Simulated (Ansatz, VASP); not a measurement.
WS2: VASP beside Ansatz

File INCAR:

```
  ALGO = Normal
  EDIFF = 1E-7
  ENCUT = 520
  GGA = PE
  ISIF = 2
  ISMEAR = 0
  LASPH = True
  LCHARG = False
  LREAL = False
  LWAVE = False
  NBANDS = 49
  NELM = 80
  PREC = Accurate
  SIGMA = 0.1
```

KPOINTS

```
k-points
0
Gamma
  6 6 1
```

POSCAR

```
WS2
1.0
    3.1829541699      0.0000000000      0.0000000000
   -1.5914770850      2.7565191702      0.0000000000
    0.0000000000      0.0000000000     28.5322178600
W S
3 6
Direct
    0.6666666700      0.3333333300      0.6592864300
    0.3333333300      0.6666666700      0.8855337800
    0.3333333300      0.6666666700      0.4343616800
    0.6666666700      0.3333333300      0.9401857300
    0.6666666700      0.3333333300      0.4890304200
    0.3333333300      0.6666666700      0.7139522100
    0.6666666700      0.3333333300      0.8308482800
    0.6666666700      0.3333333300      0.3797102500
    0.3333333300      0.6666666700      0.6046252100
```

Input for Ansatz:

```yaml
crystal:
  lattice:
    - [3.1829541699, 0.0, 0.0]
    - [-1.591477085, 2.7565191702, 0.0]
    - [0.0, 0.0, 28.53221786]
  atoms:
    - { symbol: W, position: [0.66666667, 0.33333333, 0.65928643] }
    - { symbol: W, position: [0.33333333, 0.66666667, 0.88553378] }
    - { symbol: W, position: [0.33333333, 0.66666667, 0.43436168] }
    - { symbol: S, position: [0.66666667, 0.33333333, 0.94018573] }
    - { symbol: S, position: [0.66666667, 0.33333333, 0.48903042] }
    - { symbol: S, position: [0.33333333, 0.66666667, 0.71395221] }
    - { symbol: S, position: [0.66666667, 0.33333333, 0.83084828] }
    - { symbol: S, position: [0.66666667, 0.33333333, 0.37971025] }
    - { symbol: S, position: [0.33333333, 0.66666667, 0.60462521] }
basis:
  ecutwfc: 420
kpoints:
  mp_grid: { grid: [6, 6, 1] }
hamiltonian:
  xc: pbe
scf:
  occupations: { method: gaussian, width: 0.1 }
output:
  forces: true
  stress: true
  eigenvalues: true
```

Alike in both runs: task single point; functional PBE; k mesh 6 × 6 × 1; occupations gaussian, width 0.1 eV; no spin polarisation.

|  | VASP | Ansatz |
| --- | --- | --- |
| version | VASP 6.6.1 | Ansatz 0.2.0 |
| potentials or method | VASP PAW PBE potentials, release 64 (W_sv, S), cutoff 520 eV | scalar-relativistic, plane waves, PAW |
| valence electrons in the cell | 78 | 78 |

|  | VASP | Ansatz | Ansatz less VASP |
| --- | --- | --- | --- |
| gap on the k mesh at the Fermi level (eV) | 1.36 | 1.34 | -0.017 |
| least direct gap on the mesh (eV) | 1.76 | 1.76 | -0.003 |
| rms of the force components (eV/Å) | 0.111 | 0.109 | -0.0013 |

Atom by atom the forces differ by 0.001 eV/Å (rms over components).

Spin-orbit coupling is off throughout.
